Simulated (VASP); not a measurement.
# Al2Cl (P4/nmm) in VASP: notebook, part 2 of 2

VASP 6.6.1.

## 3. Relaxation of cell and atoms, PBE

This run uses another cell than the first one, of 19.90 Å³/atom, 0.991 times its volume.

INCAR

```
SYSTEM = Al2Cl
PREC     = Accurate       ! precision mode
ENCUT    = 600            ! plane-wave cutoff, eV
EDIFF    = 1E-7           ! SCF threshold, eV
ISMEAR   = 0              ! smearing method
SIGMA    = 0.1            ! smearing width, eV
LREAL    = .FALSE.        ! projectors in reciprocal space
LASPH    = .TRUE.         ! aspherical terms in the spheres
NELM     = 100            ! most SCF steps
ALGO     = Normal         ! electronic algorithm
ISIF     = 3              ! what is computed and relaxed
LWAVE    = .FALSE.        ! write WAVECAR
LCHARG   = .FALSE.        ! write CHGCAR
GGA      = PE             ! functional
IBRION   = 2              ! ionic algorithm
NSW      = 100            ! ionic steps
EDIFFG   = -0.01          ! ionic threshold
```

KPOINTS

```
Automatic mesh
0
G
  12 12 4
  0 0 0
```

POSCAR

```
Al2Cl
1.0
    3.0570165543      0.0000000000      0.0000000000
    0.0000000000      3.0570165543      0.0000000000
    0.0000000000      0.0000000000     12.7750625210
Al Cl
4 2
Direct
    0.5000000000      0.0000000000      0.7746848228
    0.0000000000      0.5000000000      0.2253151772
    0.0000000000      0.5000000000      0.9220408579
    0.5000000000      0.0000000000      0.0779591421
    0.0000000000      0.5000000000      0.6504553738
    0.5000000000      0.0000000000      0.3495446262
```

Potentials or basis: VASP PAW PBE potentials, release 64 (Al, Cl).

Run with:

```bash
$ cat potpaw_PBE.64/Al/POTCAR potpaw_PBE.64/Cl/POTCAR > POTCAR
$ mpirun -np 1 vasp_std > vasp.out
```

OUTCAR:

```text
SYSTEM = Al2Cl
   PREC = Accurate
   ENCUT = 600
   EDIFF = 1E-7
   ISMEAR = 0
   LREAL = .FALSE.
   LASPH = .TRUE.
   NELM = 100
   ISIF = 3
   GGA = PE
   IBRION = 2
   NSW = 100
   EDIFFG = -0.01

 ion  position               nearest neighbor table
   1  0.500  0.000  0.775-   5 2.68   5 2.68   5 2.68   5 2.68   3 2.87   3 2.87   3 2.87   3 2.87

   2  0.000  0.500  0.225-   6 2.68   6 2.68   6 2.68   6 2.68   4 2.87   4 2.87   4 2.87   4 2.87

   3  0.000  0.500  0.922-   1 2.87   1 2.87   1 2.87   1 2.87   4 2.94   4 2.94   4 2.94   4 2.94

   4  0.500  0.000  0.078-   2 2.87   2 2.87   2 2.87   2 2.87   3 2.94   3 2.94   3 2.94   3 2.94

   5  0.000  0.500  0.650-   1 2.68   1 2.68   1 2.68   1 2.68
   6  0.500  0.000  0.350-   2 2.68   2 2.68   2 2.68   2 2.68

  LATTYP: Found a simple tetragonal cell.
 ALAT       =     3.0570165543
 C/A-ratio  =     4.1789314170

  Lattice vectors:

 A1 = (   3.0570165543,   0.0000000000,   0.0000000000)
 A2 = (   0.0000000000,   3.0570165543,   0.0000000000)
 A3 = (   0.0000000000,   0.0000000000,  12.7750625210)

Analysis of symmetry for initial positions (statically):
=====================================================================
 Subroutine PRICEL returns:
 Original cell was already a primitive cell.

 Routine SETGRP: Setting up the symmetry group for a
 simple tetragonal supercell.

 Subroutine GETGRP returns: Found 16 space group operations
 (whereof  8 operations were pure point group operations)
 out of a pool of 16 trial point group operations.

The static configuration has the point symmetry D_2d.
 The point group associated with its full space group is D_4h.

Analysis of symmetry for dynamics (positions and initial velocities):
=====================================================================
 Subroutine PRICEL returns:
 Original cell was already a primitive cell.

 Routine SETGRP: Setting up the symmetry group for a
 simple tetragonal supercell.

 Subroutine GETGRP returns: Found 16 space group operations
[... 141 lines left out ...]
   LEPSILON=     F    determine dielectric tensor
   LRPA    =     F    only Hartree local field effects (RPA)
 conjugate gradient relaxation of ions
 non-spin polarized calculation
 Gauss-broadening in eV      SIGMA  =   0.10
  energy-cutoff  :      600.00
  volume of cell :      119.39
 maximum number of plane-waves:      4024
   NGX = 13   NGY = 13   NGZ = 51

--------------------------------------- Ionic step        1  -------------------------------------------

 number of electron      26.0000003 magnetization

 Free energy of the ion-electron system (eV)
  ---------------------------------------------------
  ext. energy  EPLUGINS =         0.00000000
  ---------------------------------------------------
  free energy    TOTEN  =       -20.23174759 eV

  energy without entropy =      -20.22322301  energy(sigma->0) =      -20.22748530

------------------------ aborting loop because EDIFF is reached ----------------------------------------

  FORCE on cell =-STRESS in cart. coord.  units (eV):
  Direction    XX          YY          ZZ          XY          YZ          ZX
  --------------------------------------------------------------------------------------
  -------------------------------------------------------------------------------------
  Total        0.3292667      0.3292667     -0.7773428      0.0000000      0.0000000      0.0000000
  in kB        4.4187539      4.4187539    -10.4319276      0.0000000      0.0000000      0.0000000
  external PRESSURE =      -0.5314733 kB  Pullay stress =       0.0000000 kB
[... 187 lines left out ...]
--------------------------------------- Ionic step        6  -------------------------------------------

 number of electron      26.0000005 magnetization

 Free energy of the ion-electron system (eV)
  ---------------------------------------------------
  ext. energy  EPLUGINS =         0.00000000
  ---------------------------------------------------
  free energy    TOTEN  =       -20.25313084 eV

  energy without entropy =      -20.24674150  energy(sigma->0) =      -20.24993617

 E-fermi :   5.8536     XC(G=0):  -9.2953

 val. band max:        5.8319362176   @ k =   0.4167   0.1667   0.0000
 cond. band min:       5.8791062454   @ k =   0.4167   0.4167   0.2500
 fundamental gap:      0.0471700278
 Fermi energy:         5.8535970922

 k-point     1 :       0.0000    0.0000    0.0000
  band No.  band energies     occupation
      1     -11.4905      2.00000
      2     -11.4514      2.00000
      3      -4.4076      2.00000
      4      -3.0727      2.00000
      5      -1.3867      2.00000
      6       0.7309      2.00000
[... 457 lines left out ...]
      4      -0.9295      2.00000
      5      -0.1189      2.00000
      6       0.0018      2.00000
[... 9 lines left out ...]
     16       6.4150      0.00000
     17       7.4850      0.00000

 [... further k-points ...]

------------------------ aborting loop because EDIFF is reached ----------------------------------------

  FORCE on cell =-STRESS in cart. coord.  units (eV):
  Direction    XX          YY          ZZ          XY          YZ          ZX
  --------------------------------------------------------------------------------------
  -------------------------------------------------------------------------------------
  Total        0.0203410      0.0203410      0.0437040      0.0000000      0.0000000      0.0000000
  in kB        0.2742894      0.2742894      0.5893277      0.0000000      0.0000000      0.0000000
  external PRESSURE =       0.3793022 kB  Pullay stress =       0.0000000 kB
[... 21 lines left out ...]
  FREE ENERGIE OF THE ION-ELECTRON SYSTEM (eV)
  ---------------------------------------------------
  free  energy   TOTEN  =       -20.2531308439 eV

  energy  without entropy=      -20.2467415022  energy(sigma->0) =      -20.24993617

 reached required accuracy - stopping structural energy minimisation
```

OSZICAR:

```text
N       E                     dE             d eps       ncg     rms          rms(c)
DAV:   1     0.118038742015E+03    0.11804E+03   -0.11459E+04  2856   0.143E+03
[... 57 lines left out ...]
DAV:   2    -0.202531826120E+02    0.70375E-03   -0.20226E-03  3627   0.320E-01    0.560E-02
DAV:   3    -0.202531347045E+02    0.47908E-04   -0.60013E-04  3029   0.140E-01    0.348E-02
DAV:   4    -0.202531303657E+02    0.43387E-05   -0.21597E-05  3753   0.338E-02    0.282E-02
DAV:   5    -0.202531298744E+02    0.49133E-06   -0.14085E-05  3699   0.236E-02    0.589E-03
DAV:   6    -0.202531305624E+02   -0.68799E-06   -0.21113E-06  2993   0.881E-03    0.235E-03
DAV:   7    -0.202531307503E+02   -0.18796E-06   -0.58085E-08  1531   0.190E-03    0.111E-03
DAV:   8    -0.202531308439E+02   -0.93519E-07   -0.26403E-08  1461   0.135E-03
   6 F= -.20253131E+02 E0= -.20249936E+02  d E =-.163711E-03
```

CONTCAR:

```text
Al2Cl
   1.00000000000000
     3.0676540715986227    0.0000000000000000    0.0000000000000000
     0.0000000000000000    3.0676540715986227    0.0000000000000000
     0.0000000000000000    0.0000000000000000   12.6258890658802532
  Al              Cl
     4     2
Direct
     0.5000000000000000    0.0000000000000000    0.7760085894371409
     0.0000000000000000    0.5000000000000000    0.2239914105628592
     0.0000000000000000    0.5000000000000000    0.9254420858230943
     0.5000000000000000    1.0000000000000000    0.0745579141769056
     0.0000000000000000    0.5000000000000000    0.6496062144463000
     0.5000000000000000    0.0000000000000000    0.3503937855537000

  0.00000000E+00  0.00000000E+00  0.00000000E+00
  0.00000000E+00  0.00000000E+00  0.00000000E+00
  0.00000000E+00  0.00000000E+00  0.00000000E+00
  0.00000000E+00  0.00000000E+00  0.00000000E+00
  0.00000000E+00  0.00000000E+00  0.00000000E+00
  0.00000000E+00  0.00000000E+00  0.00000000E+00
```

Run time: 6.5 min. Hardware: 1 thread of AMD EPYC 9R45 (Zen 5), shared host; peak memory 0.33 GiB.

What came out:

| Quantity | Value |
| --- | --- |
| Free energy | -20.2531 eV |
| Relaxed volume | 19.80 Å³/atom |
| Relaxed cell | a = 3.068 Å, b = 3.068 Å, c = 12.626 Å, α = 90.00°, β = 90.00°, γ = 90.00° |
| Space group after relaxing (to 0.05 Å) | P4/nmm (No. 129) |
| Energy gained by relaxing | 3.6 meV/atom |
| Ionic steps | 6 |
| Pressure after relaxing | 0.0 GPa |
| Largest force after relaxing | 0.004 eV/Å |
| Band gap on the k mesh | zero (band 13 reaches 7.94 eV, above the bottom of band 14 at 4.60 eV) |

Forces in eV/Å, atoms in the order of the input:
```
Al   0.000  0.000  0.000
Al   0.000  0.000  0.000
Al   0.000  0.000 -0.001
Al   0.000  0.000  0.001
Cl   0.000  0.000  0.004
Cl   0.000  0.000 -0.004
```

Step by step:
| step | energy change (eV) | largest force (eV/Å) | pressure (GPa) | volume (Å³) |
| --- | --- | --- | --- | --- |
| 1 | 0.0000 | 0.3007 | -0.05 | 119.39 |
| 2 | -0.0129 | 0.2040 | -0.02 | 119.27 |
| 3 | -0.0188 | 0.0892 | 0.02 | 119.11 |
| 4 | -0.0211 | 0.0107 | -0.09 | 119.12 |
| 5 | -0.0212 | 0.0124 | -0.11 | 119.13 |
| 6 | -0.0214 | 0.0041 | 0.04 | 118.82 |

Final structure:
```yaml
crystal:
  lattice:
    - [3.06765, 0.00000, 0.00000]
    - [0.00000, 3.06765, 0.00000]
    - [0.00000, 0.00000, 12.62589]
  atoms:
    - { symbol: Al, position: [0.50000, 0.00000, 0.77601] }
    - { symbol: Al, position: [0.00000, 0.50000, 0.22399] }
    - { symbol: Al, position: [0.00000, 0.50000, 0.92544] }
    - { symbol: Al, position: [0.50000, 0.00000, 0.07456] }
    - { symbol: Cl, position: [0.00000, 0.50000, 0.64961] }
    - { symbol: Cl, position: [0.50000, 0.00000, 0.35039] }
```

Caveat: this functional lacks dispersion, which binds the layers, so the pressure and a relaxed spacing across them are unreliable.

## 4. Single point, PBE

This run uses another cell than the first one, of 18.95 Å³/atom, 0.944 times its volume.

INCAR

```
ALGO     = Normal         # electronic algorithm
EDIFF    = 1E-7           # SCF threshold, eV
ENCUT    = 520            # plane-wave cutoff, eV
GGA      = PE             # functional
ISIF     = 2              # what is computed and relaxed
ISMEAR   = 0              # smearing method
LASPH    = T              # aspherical terms in the spheres
LCHARG   = F              # write CHGCAR
LREAL    = F              # projectors in reciprocal space
LWAVE    = F              # write WAVECAR
NBANDS   = 22             # bands
NELM     = 100            # most SCF steps
PREC     = Accurate       # precision mode
SIGMA    = 0.1            # smearing width, eV
```

KPOINTS

```
k-points
0
Gamma
  6 6 2
```

POSCAR

```
Al2Cl
1.0
    3.3493390100      0.0000000000      0.0000000000
    0.0000000000      3.3493390100      0.0000000000
    0.0000000000      0.0000000000     10.1367132400
Al Cl
4 2
Direct
    0.5000000000      0.0000000000      0.7668342600
    0.0000000000      0.5000000000      0.2331657400
    0.0000000000      0.5000000000      0.9256590600
    0.5000000000      0.0000000000      0.0743409400
    0.0000000000      0.5000000000      0.6478056900
    0.5000000000      0.0000000000      0.3521943100
```

Run with:

```bash
$ cat potpaw_PBE.64/Al/POTCAR potpaw_PBE.64/Cl/POTCAR > POTCAR
$ mpirun -np 1 vasp_std > vasp.out
```

Wall time 35 s (1 thread of AMD EPYC 9R45 (Zen 5), shared host); peak memory 0.21 GiB.

It converged, with:

- Free energy: -19.1113 eV
- Pressure: 4.3 GPa
- Largest force: 1.398 eV/Å
- Band gap on the k mesh: zero (band 13 reaches 8.01 eV, above the bottom of band 14 at 4.98 eV)

Forces in eV/Å, atoms in the order of the input:
```
Al   0.000  0.000  1.149
Al   0.000  0.000 -1.149
Al   0.000  0.000  0.335
Al   0.000  0.000 -0.335
Cl   0.000  0.000 -1.398
Cl   0.000  0.000  1.398
```

Stress tensor (GPa, compression positive):
```
2.93 0.00 0.00
0.00 2.93 0.00
0.00 0.00 7.06
```

Levels at points of the mesh, in eV from the Fermi level:
```
           k point  band 8  band 9  band 10  band 11  band 12  band 13  band 14  band 15  band 16  band 17
(0.00, 0.00, 0.00)   -4.72   -4.72    -3.68    -2.13    -0.37     1.33     1.85     1.85     2.69     3.51
(0.50, 0.00, 0.00)   -5.39   -4.31    -4.31    -2.90    -2.90     0.80     0.80     3.46     3.46     4.16
(0.50, 0.50, 0.00)   -5.67   -3.73    -3.73    -3.36    -3.36    -1.44    -1.44    -0.82    -0.82     0.89
(0.00, 0.00, 0.50)   -4.72   -4.72    -4.48    -1.36    -0.47     0.96     1.87     1.87     2.74     3.37
(0.50, 0.00, 0.50)   -5.67   -4.31    -4.31    -2.54    -2.54     0.38     0.38     3.68     3.68     4.13
(0.50, 0.50, 0.50)   -5.69   -3.64    -3.64    -3.30    -3.30    -1.69    -1.69    -1.00    -1.00     1.31
```

Caveat: this functional lacks dispersion, which binds the layers, so the pressure and a relaxed spacing across them are unreliable; forces of over 1 eV/Å act on the atoms, so gaps and moduli don't describe the material at rest.

## 5. Summary

```csv
task,cell,k mesh,cutoff (eV),gap on the mesh (eV),pressure (GPa)
single point,"a = 3.069, b = 3.069, c = 12.795 Å, 6 atoms",12 × 12 × 4,520,none,-0.1
relaxation of cell and atoms,"relaxed from a = 3.057, b = 3.057, c = 12.775 Å, 6 atoms",12 × 12 × 4,600,none,0.0
single point,"a = 3.349, b = 3.349, c = 10.137 Å, 6 atoms",6 × 6 × 2,520,none,4.3
```

Alike in all rows: level PBE; potentials or basis VASP PAW PBE potentials, release 64 (Al, Cl); no spin polarisation; smearing gaussian 0.1 eV.

Caveats: this functional lacks dispersion, which binds the layers, so the pressure and a relaxed spacing across them are unreliable; forces of over 1 eV/Å act on the atoms, so gaps and moduli don't describe the material at rest (some runs).

Absolute energies hang on the potentials; compare differences alone.
